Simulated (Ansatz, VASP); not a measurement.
One calculation of Li2ZrO2, two programs

```
CELL_PARAMETERS angstrom
3.25064 0.00000 0.00000
-1.62532 2.81514 0.00000
0.00000 0.00000 5.36071
ATOMIC_POSITIONS crystal
Li 0.66667 0.33333 0.36859
Li 0.33333 0.66667 0.63141
Zr 0.00000 0.00000 0.00000
O 0.33333 0.66667 0.24722
O 0.66667 0.33333 0.75278
```

Change from the starting cell: species swapped into the Li2MnO2 type (P-3m1, No. 164).

Alike in both runs: task single point; functional PBE; k mesh 6 × 6 × 4; occupations gaussian, width 0.1 eV; no spin polarisation.

|  | VASP | Ansatz |
| --- | --- | --- |
| version | VASP 6.6.1 | Ansatz 0.2.0 |
| potentials or method | VASP PAW PBE potentials, release 64 (Li_sv, Zr_sv, O), cutoff 520 eV | scalar-relativistic, plane waves, PAW |
| valence electrons in the cell | 30 | 30 |

|  | VASP | Ansatz | Ansatz less VASP |
| --- | --- | --- | --- |
| gap on the k mesh at the Fermi level (eV) | none | none | - |
| rms of the force components (eV/Å) | 0.511 | 0.508 | -0.0027 |

Atom by atom the forces differ by 0.004 eV/Å (rms over components). A gap of «none» marks a metal or a gap that the smearing closes. With one functional, cell and mesh, what is left measures potentials, basis and numerics.

The k mesh is coarse, so the values compare programs but aren't converged. Noted on VASP's run: the cutoff is short for stress, so the pressure is rough.
